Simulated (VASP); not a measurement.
Al4Co, 10 atoms in the cell. It takes space group Pm-3m (No. 221, cubic). Conventional cell: a = 4.507 Å, b = 4.507 Å, c = 4.507 Å, α = 90.00°, β = 90.00°, γ = 90.00°. Al (site symmetry 4/mmm) has 2 Co at 2.25 Å within 3.0 Å. Al (site symmetry 4/mmm) has 2 Co at 2.25 Å within 3.0 Å. Within 4.2 Å of Al (site symmetry m-3m) lie 12 Al at 3.19 Å and 8 Co at 3.90 Å. Within 3.0 Å of Co (site symmetry m-3m) lie 6 Al at 2.25 Å. 

| Item | Value |
| --- | --- |
| Program | VASP 6.6.1 |
| Task | single point |
| Functional | PBE |
| Potentials or basis | VASP PAW PBE potentials, release 64 (Al, Co) |
| Cutoff | 520 eV |
| k mesh | 6 × 6 × 4 |
| Occupations | gaussian, width 0.2 eV |
| Spin | no spin polarisation |
| Dipole correction | no |
| Further INCAR settings | ALGO = Fast; EDIFF = 1e-07; NBANDS = 32 |

Potentials or basis: VASP PAW PBE potentials, release 64 (Al, Co).

The run is started by

```sh
$ cat potpaw_PBE.64/Al/POTCAR potpaw_PBE.64/Co/POTCAR > POTCAR
$ mpirun -np 1 vasp_std > vasp.out
```

Hardware: 1 thread of Intel(R) Xeon(R) 6975P-C (Granite Rapids) (shared host).

Q: Estimate the wall time of this run.

A: Wall time 120 s on 1 thread of Intel(R) Xeon(R) 6975P-C (Granite Rapids) (shared host), peak memory 0.36 GiB. Counts: scf iterations 21, k points 30.
